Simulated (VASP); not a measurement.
# CO2 (P4_2/mnm) in VASP: further runs, part 2 of 2

VASP 6.6.1. Earlier steps stand in the parts before.

### 5 Single point, PBE+D4

This run uses another cell than the first one, of 15.71 Å³/atom.

INCAR reads:

```
SYSTEM = CO2
ALGO = Normal
EDIFF = 1E-6
ENCUT = 520
GGA = PE
ISIF = 2
ISMEAR = -1
IVDW = 13
LASPH = .TRUE.
LCHARG = .FALSE.
LREAL = .FALSE.
LWAVE = .FALSE.
NBANDS = 25
NELM = 100
PREC = Accurate
SIGMA = 0.02
```

KPOINTS reads:

```
k-points
0
G
  6 6 6
  0 0 0
```

POSCAR reads:

```
CO2
1.0
    4.4266924568      0.0000000000      0.0000000000
    0.0000000000      4.4266924568      0.0000000000
    0.0000000000      0.0000000000      4.8089819819
C O
2 4
Direct
    0.5000000000      0.5000000000      0.5000000000
    0.0000000000      0.0000000000      0.0000000000
    0.3132524933      0.6867475067      0.5000000000
    0.6867475067      0.3132524933      0.5000000000
    0.1867475067      0.1867475067      0.0000000000
    0.8132524933      0.8132524933      0.0000000000
```

Run with:

```
$ cat potpaw_PBE.64/C/POTCAR potpaw_PBE.64/O/POTCAR > POTCAR
$ mpirun -np 1 vasp_std > vasp.out
```

Run time: 67 s. Hardware: 1 thread of Intel Xeon Platinum 8375C at 2.90GHz (Ice Lake), shared host; peak memory 0.23 GiB.

The run converged. Its results:

```yaml
Free_energy: -46.4835 eV
Pressure: 1.4 GPa
Largest_force: 0.632 eV/Å
Band_gap_on_the_k_mesh: 6.53 eV (least direct gap 6.87 eV)
Dispersion_energy_per_atom: -0.069 eV
```

Forces on the atoms (eV/Å):
```
C    0.000  0.000  0.000
C    0.000  0.000  0.000
O   -0.447  0.447  0.000
O    0.447 -0.447  0.000
O    0.447  0.447  0.000
O   -0.447 -0.447  0.000
```

Stress tensor (GPa, compression positive):
```
 2.25  0.00  0.00
 0.00  2.25  0.00
 0.00  0.00 -0.27
```

Levels at points of the mesh, in eV from the valence-band top:
| k point | band 13 | band 14 | band 15 | band 16 | band 17 | band 18 | band 19 | band 20 |
| --- | --- | --- | --- | --- | --- | --- | --- | --- |
| (0.00, 0.00, 0.00) | -1.05 | -0.36 | -0.34 | -0.34 | 6.53 | 7.70 | 8.09 | 8.09 |
| (0.50, 0.00, 0.00) | -0.38 | -0.38 | -0.36 | -0.36 | 8.18 | 8.18 | 8.28 | 8.28 |
| (0.50, 0.50, 0.00) | -0.48 | -0.48 | 0.00 | 0.00 | 8.30 | 8.30 | 8.36 | 8.36 |
| (0.00, 0.00, 0.50) | -0.71 | -0.71 | -0.35 | -0.35 | 7.94 | 7.94 | 8.18 | 8.18 |
| (0.50, 0.00, 0.50) | -0.65 | -0.65 | -0.18 | -0.18 | 8.06 | 8.06 | 8.49 | 8.49 |
| (0.50, 0.50, 0.50) | -0.39 | -0.39 | 0.00 | 0.00 | 7.85 | 7.85 | 8.37 | 8.37 |

A k mesh can miss the band edges.

### 6 Single point, r2SCAN+rVV10

POSCAR reads:

```
CO2
1.0
    4.1925575246      0.0000000000      0.0000000000
    0.0000000000      4.1925575246      0.0000000000
    0.0000000000      0.0000000000      4.6051154204
C O
2 4
Direct
    0.5000000000      0.5000000000      0.5000000000
    0.0000000000      0.0000000000      0.0000000000
    0.3042678613      0.6957321387      0.5000000000
    0.6957321387      0.3042678613      0.5000000000
    0.1957321387      0.1957321387      0.0000000000
    0.8042678613      0.8042678613      0.0000000000
```

INCAR.step1 reads:

```
PREC = Accurate
ENCUT = 520
ISMEAR = -1
SIGMA = 0.02
LREAL = F
LASPH = T
NELM = 80
NBANDS = 25
GGA = PE
ALGO = Normal
EDIFF = 1E-4
LWAVE = T
LCHARG = F
```

INCAR.step2 reads:

```
PREC = Accurate
ENCUT = 520
EDIFF = 1E-7
ISMEAR = -1
SIGMA = 0.02
LREAL = F
LASPH = T
NELM = 80
ALGO = Normal
ISIF = 2
LWAVE = F
LCHARG = F
METAGGA = R2SCAN
LMIXTAU = T
LUSE_VDW = T
IVDW_NL = 2
BPARAM = 11.95
CPARAM = 0.0093
NBANDS = 25
ISTART = 1
```

KPOINTS reads:

```
Automatic mesh
0
Gamma
  6 6 6
```

Potentials or basis: VASP PAW PBE potentials, release 64 (C, O).

Run with:

```
$ cat potpaw_PBE.64/C/POTCAR potpaw_PBE.64/O/POTCAR > POTCAR
$ cp INCAR.step1 INCAR
$ mpirun -np 1 vasp_std > vasp.out
$ cp INCAR.step2 INCAR
$ mpirun -np 1 vasp_std > vasp.out
```

Run time: 3.5 min. Hardware: 1 thread of Intel Xeon Platinum 8375C at 2.90GHz (Ice Lake), shared host; peak memory 0.36 GiB.

Results (log left out):

```
Free energy            : -50.3968 eV
Pressure               : 2.0 GPa
Largest force          : 0.787 eV/Å
Band gap on the k mesh : 7.17 eV (least direct gap 7.67 eV)
```

Forces in eV/Å, atoms in the order of the input:
```
C    0.000  0.000  0.000
C    0.000  0.000  0.000
O   -0.556  0.556  0.000
O    0.556 -0.556  0.000
O    0.556  0.556  0.000
O   -0.556 -0.556  0.000
```

Stress tensor (GPa, compression positive):
```
 3.21  0.00  0.00
 0.00  3.21  0.00
 0.00  0.00 -0.39
```

Levels at points of the mesh, in eV from the valence-band top:
| k point | band 14 | band 15 | band 16 | band 17 | band 18 | band 19 |
| --- | --- | --- | --- | --- | --- | --- |
| (0.00, 0.00, 0.00) | -0.57 | -0.51 | -0.51 | 7.17 | 8.18 | 8.62 |
| (0.50, 0.00, 0.00) | -0.56 | -0.51 | -0.51 | 8.84 | 8.84 | 8.99 |
| (0.50, 0.50, 0.00) | -0.71 | 0.00 | 0.00 | 9.04 | 9.04 | 9.15 |
| (0.00, 0.00, 0.50) | -1.06 | -0.51 | -0.51 | 8.64 | 8.64 | 8.79 |
| (0.50, 0.00, 0.50) | -0.97 | -0.27 | -0.27 | 8.70 | 8.70 | 9.27 |
| (0.50, 0.50, 0.50) | -0.54 | 0.00 | 0.00 | 8.42 | 8.42 | 9.16 |

Caveat: the PAW data sets were made with another functional, which shifts forces and pressure a little. A k mesh can miss the band edges.

### 7 Summary

```csv
level,potentials or basis,cell,smearing,gap on the mesh (eV),pressure (GPa),largest force (eV/Å)
PBE,"VASP PAW PBE potentials, release 64 (C, O)","a = 4.193, b = 4.193, c = 4.605 Å, 6 atoms, atomic positions A",fermi-dirac 0.02 eV,6.66,6.6,1.44
LDA,"VASP PAW LDA potentials, release 64 (C, O)","a = 4.193, b = 4.193, c = 4.605 Å, 6 atoms, atomic positions A",gaussian 0.01 eV,6.36,1.3,0.86
PBE+D3(BJ),"VASP PAW PBE potentials, release 64 (C, O)","a = 4.427, b = 4.427, c = 4.809 Å, 6 atoms, atomic positions B",fermi-dirac 0.02 eV,6.53,1.4,0.63
PBE+D4,"VASP PAW PBE potentials, release 64 (C, O)","a = 4.427, b = 4.427, c = 4.809 Å, 6 atoms, atomic positions B",fermi-dirac 0.02 eV,6.53,1.4,0.63
r2SCAN+rVV10,"VASP PAW PBE potentials, release 64 (C, O)","a = 4.193, b = 4.193, c = 4.605 Å, 6 atoms, atomic positions A",fermi-dirac 0.02 eV,7.17,2.0,0.79
```

Alike in all rows: task single point; no spin polarisation; k mesh 6 × 6 × 6; cutoff (eV) 520.

Caveats: the stress differs along the axes, from 2 to 9 GPa (at least some runs); this functional lacks dispersion, which holds the molecules together, so the pressure and a relaxed volume are unreliable (at least some runs); forces of over 1 eV/Å act on the atoms, so gaps and moduli don't describe the material at rest (at least some runs); the PAW data sets were made with another functional, which shifts forces and pressure a little (at least some runs).

Total energies depend on the potentials used, so only differences within one code and one set of settings carry meaning.
